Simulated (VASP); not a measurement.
# Ta2Sn (Fd-3m) in VASP: single point with PBE

Aim: the single point of Ta2Sn with PBE.

Program: VASP 6.6.1. These are calculated values, not measurements. Logs are shortened: lines on timing, memory, paths and dates and some standing lists are left out, and cuts for length are marked.

### 1 The cell of the first run

Symmetry: Fd-3m, No. 227, cubic system. The conventional cell has a = 7.962 Å, b = 7.962 Å, c = 7.962 Å, α = 90.00°, β = 90.00°, γ = 90.00°. Ta (site symmetry -3m) has 6 Ta at 2.81 Å and 6 Sn at 3.30 Å within 3.7 Å. Sn (site symmetry -43m) has 12 Ta at 3.30 Å and 4 Sn at 3.45 Å within 4.3 Å.

### 2 Single point, PBE

The input, INCAR:

```
SYSTEM = Ta2Sn
ALGO     = Normal         ! electronic algorithm
EDIFF    = 1E-7           ! SCF threshold, eV
ENCUT    = 520            ! plane-wave cutoff, eV
GGA      = PE             ! functional
ISIF     = 2              ! what is computed and relaxed
ISMEAR   = 0              ! smearing method
LASPH    = .TRUE.         ! aspherical terms in the spheres
LCHARG   = .TRUE.         ! write CHGCAR
LELF     = .TRUE.         ! ELF
LREAL    = .FALSE.        ! projectors in reciprocal space
LVHAR    = .TRUE.       
LWAVE    = .FALSE.        ! write WAVECAR
NBANDS   = 45             ! bands
NELM     = 100            ! most SCF steps
PREC     = Accurate       ! precision mode
SIGMA    = 0.1            ! smearing width, eV
```

The input, KPOINTS:

```
k-points
0
G
  4 4 4
  0 0 0
```

The input, POSCAR:

```
Ta2Sn
1.0
    0.0000000000      3.9809544500      3.9809544500
    3.9809544500      0.0000000000      3.9809544500
    3.9809544500      3.9809544500      0.0000000000
Ta Sn
4 2
Direct
    0.1250000000      0.1250000000      0.1250000000
    0.6250000000      0.1250000000      0.1250000000
    0.1250000000      0.1250000000      0.6250000000
    0.1250000000      0.6250000000      0.1250000000
    0.5000000000      0.5000000000      0.5000000000
    0.7500000000      0.7500000000      0.7500000000
```

Potentials or basis: VASP PAW PBE potentials, release 64 (Ta_pv, Sn_d).

Command:

```console
$ cat potpaw_PBE.64/Ta_pv/POTCAR potpaw_PBE.64/Sn_d/POTCAR > POTCAR
$ mpirun -np 1 vasp_std > vasp.out
```

OUTCAR:

```text
SYSTEM = Ta2Sn
   EDIFF = 1E-7
   ENCUT = 520
   GGA = PE
   ISIF = 2
   ISMEAR = 0
   LASPH = .TRUE.
   LREAL = .FALSE.
   NELM = 100
   PREC = Accurate

 ion  position               nearest neighbor table
   1  0.125  0.125  0.125-   2 2.81   3 2.81   4 2.81   3 2.81   4 2.81   2 2.81   6 3.30   5 3.30
                             6 3.30   5 3.30   6 3.30   5 3.30
   2  0.625  0.125  0.125-   1 2.81   3 2.81   4 2.81   1 2.81   3 2.81   4 2.81   5 3.30   6 3.30
                             6 3.30   6 3.30   5 3.30   5 3.30
   3  0.125  0.125  0.625-   1 2.81   1 2.81   2 2.81   4 2.81   4 2.81   2 2.81   6 3.30   5 3.30
                             6 3.30   5 3.30   6 3.30   5 3.30
   4  0.125  0.625  0.125-   1 2.81   3 2.81   1 2.81   2 2.81   3 2.81   2 2.81   6 3.30   5 3.30
                             6 3.30   6 3.30   5 3.30   5 3.30
   5  0.500  0.500  0.500-   4 3.30   2 3.30   3 3.30   1 3.30   3 3.30   3 3.30   1 3.30   2 3.30
                             4 3.30   2 3.30   1 3.30   4 3.30   6 3.45   6 3.45   6 3.45   6 3.45
   6  0.750  0.750  0.750-   3 3.30   2 3.30   4 3.30   1 3.30   2 3.30   4 3.30   1 3.30   2 3.30
                             3 3.30   1 3.30   3 3.30   4 3.30   5 3.45   5 3.45   5 3.45   5 3.45

  LATTYP: Found a face centered cubic cell.
 ALAT       =     7.9619089000

  Lattice vectors:

 A1 = (   0.0000000000,   3.9809544500,   3.9809544500)
 A2 = (   3.9809544500,   0.0000000000,   3.9809544500)
 A3 = (   3.9809544500,   3.9809544500,   0.0000000000)

Analysis of symmetry for initial positions (statically):
=====================================================================
 Subroutine PRICEL returns:
 Original cell was already a primitive cell.

 Routine SETGRP: Setting up the symmetry group for a
 face centered cubic supercell.

 Subroutine GETGRP returns: Found 48 space group operations
 (whereof 24 operations were pure point group operations)
 out of a pool of 48 trial point group operations.

The static configuration has the point symmetry T_d .
 The point group associated with its full space group is O_h .

Analysis of symmetry for dynamics (positions and initial velocities):
=====================================================================
 Subroutine PRICEL returns:
 Original cell was already a primitive cell.

 Routine SETGRP: Setting up the symmetry group for a
 face centered cubic supercell.

 Subroutine GETGRP returns: Found 48 space group operations
 (whereof 24 operations were pure point group operations)
 out of a pool of 48 trial point group operations.

The dynamic configuration has the point symmetry T_d .
 The point group associated with its full space group is O_h .

[... 94 lines left out ...]
   NFREE  =      0    steps in history (QN), initial steepest desc. (CG)
   ISIF   =      2    stress and relaxation
   ISYM   =      2    0-nonsym 1-usesym 2-fastsym
   POTIM  = 0.5000    time-step for ionic-motion
   TEBEG  =    0.0;   TEEND  =   0.0 temperature during run
   PSTRESS=    0.0 pullay stress
   NELECT =      72.0000    total number of electrons
   NUPDOWN=      -1.0000    fix difference up-down
   EMIN   =  10.00;   EMAX   =-10.00  energy-range for DOS
   EFERMI =   0.00;   METHOD = LEGACY
   ISMEAR =     0;   SIGMA  =   0.10  broadening in eV -4-tet -1-fermi 0-gaus
   EFERMI_NEDOS =   21; number of points for ismear=-14 and -15
   IALGO  =     38    algorithm
   IMIX   =      4    mixing-type and parameters
     AMIX     =   0.40;   BMIX     =  1.00
     AMIX_MAG =   1.60;   BMIX_MAG =  1.00
  volume/ion in A,a.u.               =      21.03       141.92
  Fermi-wavevector in a.u.,A,eV,Ry     =   1.357860  2.565984 25.086216  1.843785
  Thomas-Fermi vector in A             =   2.484743
   LORBIT       =      0    0 simple, 1 ext, 2 COOP (PROOUT), +10 PAW based schemes
   GGA     = PE    functional components
   LHFCALC =     F    Hartree Fock is set to
   AEXX    =    0.0000 exact exchange contribution
   IVDW    =     0    specifies the selected vdW correction
   LEPSILON=     F    determine dielectric tensor
   LRPA    =     F    only Hartree local field effects (RPA)
 non-spin polarized calculation
 Gauss-broadening in eV      SIGMA  =   0.10
  energy-cutoff  :      520.00
  volume of cell :      126.18
 maximum number of plane-waves:      3479
 NGX is ok and might be reduce to    42
   NGX = 21   NGY = 21   NGZ = 21

 number of electron      71.9999990 magnetization

 Free energy of the ion-electron system (eV)
  ---------------------------------------------------
  ext. energy  EPLUGINS =         0.00000000
  ---------------------------------------------------
  free energy    TOTEN  =       -52.77873958 eV

  energy without entropy =      -52.72849398  energy(sigma->0) =      -52.75361678

 E-fermi :   7.0071     XC(G=0): -11.7036

 val. band max:        6.9922294292   @ k =   0.5000   0.2500   0.0000
 cond. band min:       7.0654954377   @ k =  -0.2500   0.2500   0.0000
 fundamental gap:      0.0732660085
 Fermi energy:         7.0070639430

 k-point     1 :       0.0000    0.0000    0.0000
  band No.  band energies     occupation
      1     -28.0249      2.00000
      2     -27.6661      2.00000
      3     -27.6661      2.00000
      4     -27.6661      2.00000
      5     -27.5407      2.00000
      6     -27.5407      2.00000
[... 373 lines left out ...]
     44       9.2304      0.00000
     45      10.7373      0.00000

------------------------ aborting loop because EDIFF is reached ----------------------------------------

  FORCE on cell =-STRESS in cart. coord.  units (eV):
  Direction    XX          YY          ZZ          XY          YZ          ZX
  --------------------------------------------------------------------------------------
  -------------------------------------------------------------------------------------
  Total       -1.8179335     -1.8179335     -1.8179335      0.0000000     -0.0000000      0.0000000
  in kB      -23.0832503    -23.0832503    -23.0832503      0.0000000     -0.0000000      0.0000000
  external PRESSURE =     -23.0832503 kB  Pullay stress =       0.0000000 kB

 VOLUME and BASIS-vectors are now :
 -----------------------------------------------------------------------------
  energy-cutoff  :      520.00
  volume of cell :      126.18
      direct lattice vectors                 reciprocal lattice vectors
     0.000000000  3.980954450  3.980954450    -0.125598021  0.125598021  0.125598021
     3.980954450  0.000000000  3.980954450     0.125598021 -0.125598021  0.125598021
     3.980954450  3.980954450  0.000000000     0.125598021  0.125598021 -0.125598021

 POSITION                                       TOTAL-FORCE (eV/Angst)
 -----------------------------------------------------------------------------------
      0.99524      0.99524      0.99524        -0.000000      0.000000      0.000000
      0.99524      2.98572      2.98572         0.000000      0.000000      0.000000
      2.98572      2.98572      0.99524        -0.000000      0.000000      0.000000
      2.98572      0.99524      2.98572         0.000000      0.000000      0.000000
      3.98095      3.98095      3.98095        -0.000000     -0.000000     -0.000000
      5.97143      5.97143      5.97143         0.000000      0.000000      0.000000
 -----------------------------------------------------------------------------------
    total drift:                               -0.000000     -0.000000      0.000000

  FREE ENERGIE OF THE ION-ELECTRON SYSTEM (eV)
  ---------------------------------------------------
  free  energy   TOTEN  =       -52.7787395819 eV

  energy  without entropy=      -52.7284939838  energy(sigma->0) =      -52.75361678
```

OSZICAR:

```text
N       E                     dE             d eps       ncg     rms          rms(c)
DAV:   1     0.822024859732E+03    0.82202E+03   -0.37314E+04   741   0.214E+03
DAV:   2     0.368175843291E+02   -0.78521E+03   -0.76975E+03   728   0.614E+02
DAV:   3    -0.480364169736E+02   -0.84854E+02   -0.81564E+02   796   0.171E+02
DAV:   4    -0.546426124153E+02   -0.66062E+01   -0.64204E+01   936   0.405E+01
DAV:   5    -0.548369554325E+02   -0.19434E+00   -0.19331E+00   979   0.746E+00    0.240E+01
DAV:   6    -0.532503063996E+02    0.15866E+01   -0.16491E+00   851   0.811E+00    0.121E+01
DAV:   7    -0.527784450094E+02    0.47186E+00   -0.17673E+00   888   0.750E+00    0.104E+00
DAV:   8    -0.527791577713E+02   -0.71276E-03   -0.12884E-01   862   0.218E+00    0.570E-01
DAV:   9    -0.527786761149E+02    0.48166E-03   -0.11677E-02   960   0.607E-01    0.300E-01
DAV:  10    -0.527787544197E+02   -0.78305E-04   -0.95809E-04   977   0.148E-01    0.116E-01
DAV:  11    -0.527787388565E+02    0.15563E-04   -0.87389E-05  1048   0.474E-02    0.953E-03
DAV:  12    -0.527787398149E+02   -0.95842E-06   -0.57496E-06   878   0.180E-02    0.639E-03
DAV:  13    -0.527787396037E+02    0.21128E-06   -0.73593E-07   864   0.512E-03    0.282E-03
DAV:  14    -0.527787395819E+02    0.21775E-07   -0.12620E-07   539   0.211E-03
   1 F= -.52778740E+02 E0= -.52753617E+02  d E =-.502456E-01
```

stdout:

```text
POSCAR found type information on POSCAR TaSn
 POSCAR found :  2 types and       6 ions
 scaLAPACK will be used
 LDA part: xc-table for (Slater+PW92), standard interpolation
 POSCAR, INCAR and KPOINTS ok, starting setup
 FFT: planning ... GRIDC
 FFT: planning ... GRID_SOFT
 FFT: planning ... GRID
 WAVECAR not read
 entering main loop
```

It took 39 s on 1 thread of AMD EPYC 9R45 (Zen 5), shared host; peak memory 0.23 GiB.

What came out:

| Quantity | Value |
| --- | --- |
| Free energy | -52.7787 eV |
| Pressure | -2.3 GPa |
| Band gap on the k mesh | zero (band 36 reaches 7.07 eV, above the bottom of band 37 at 6.99 eV) |

Caveat: spin-orbit coupling is left out, which moves the levels of the heavy elements.
